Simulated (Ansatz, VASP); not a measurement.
Two plane-wave programs on MgS

```
S Mg
1.0
     0.00000    2.83312    2.83312
     2.83312    0.00000    2.83312
     2.83312    2.83312    0.00000
S Mg
1 1
Direct
  0.75000 0.75000 0.75000
  0.00000 0.00000 0.00000
```

Alike in both runs: task single point; functional PBEsol; dispersion D3(BJ); k mesh 8 × 8 × 8; occupations fermi-dirac, width 0.15 eV; no spin polarisation.

|  | VASP | Ansatz |
| --- | --- | --- |
| version | VASP 6.6.1 | Ansatz 0.2.0 |
| potentials or method | VASP PAW PBE potentials, release 64 (S, Mg) | JTH PAW |
| plane-wave cutoff (eV) | 600 | 900 |
| valence electrons in the cell | 8 | 16 |

|  | VASP | Ansatz | Ansatz less VASP |
| --- | --- | --- | --- |
| gap on the k mesh at the Fermi level (eV) | 3.29 | 3.28 | -0.005 |
| least direct gap on the mesh (eV) | 3.29 | 3.28 | -0.005 |
| pressure (GPa) | -2.2 | -2.1 | +0.06 |

VASP's potentials were made for PBE, not for PBEsol. VASP's potentials hold 8 valence electrons a cell and Ansatz's 16, so a difference there can come from the potentials and not from the codes.
